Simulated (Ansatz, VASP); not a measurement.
**SiO2 in VASP and in Ansatz**

```
CELL_PARAMETERS angstrom
-4.94229 4.94229 4.94229
4.94229 -4.94229 4.94229
4.94229 4.94229 -4.94229
ATOMIC_POSITIONS crystal
Si 0.31370 0.31370 0.31370
Si 0.00000 0.31370 0.00000
Si 0.00000 0.00000 0.31370
Si 0.31370 0.00000 0.00000
Si 0.00000 0.00000 0.68630
Si 0.68630 0.00000 0.00000
Si 0.00000 0.68630 0.00000
Si 0.68630 0.68630 0.68630
O 0.50000 0.50000 0.50000
O 0.00000 0.50000 0.00000
O 0.00000 0.00000 0.50000
O 0.50000 0.00000 0.00000
O 0.18891 0.18891 0.37781
O 0.18891 0.37781 0.18891
O 0.81109 0.00000 0.18891
O 0.00000 0.81109 0.18891
O 0.37781 0.18891 0.18891
O 0.18891 0.81109 0.00000
O 0.81109 0.18891 0.00000
O 0.18891 0.00000 0.81109
O 0.62219 0.81109 0.81109
O 0.81109 0.62219 0.81109
O 0.00000 0.18891 0.81109
O 0.81109 0.81109 0.62219
```

Alike in both runs: task single point; functional r2SCAN; k mesh 4 × 4 × 4; occupations gaussian, width 0.02 eV; no spin polarisation.

|  | VASP | Ansatz |
| --- | --- | --- |
| version | VASP 6.6.1 | Ansatz 0.2.0 |
| potentials or method | VASP PAW PBE potentials, release 64 (Si, O), cutoff 520 eV | scalar-relativistic, plane waves, PAW |
| valence electrons in the cell | 128 | 128 |

|  | VASP | Ansatz | Ansatz less VASP |
| --- | --- | --- | --- |
| gap on the k mesh at the Fermi level (eV) | 6.26 | 6.27 | +0.007 |
| least direct gap on the mesh (eV) | 6.26 | 6.27 | +0.007 |
| pressure (GPa) | 0.1 | 0.0 | -0.12 |
| rms of the force components (eV/Å) | 0.027 | 0.002 | -0.0246 |

VASP's potentials were made for PBE, not for r2SCAN. Atom by atom the forces differ by 0.027 eV/Å (rms over components). Ansatz's warnings: xc potential rough in thin density.
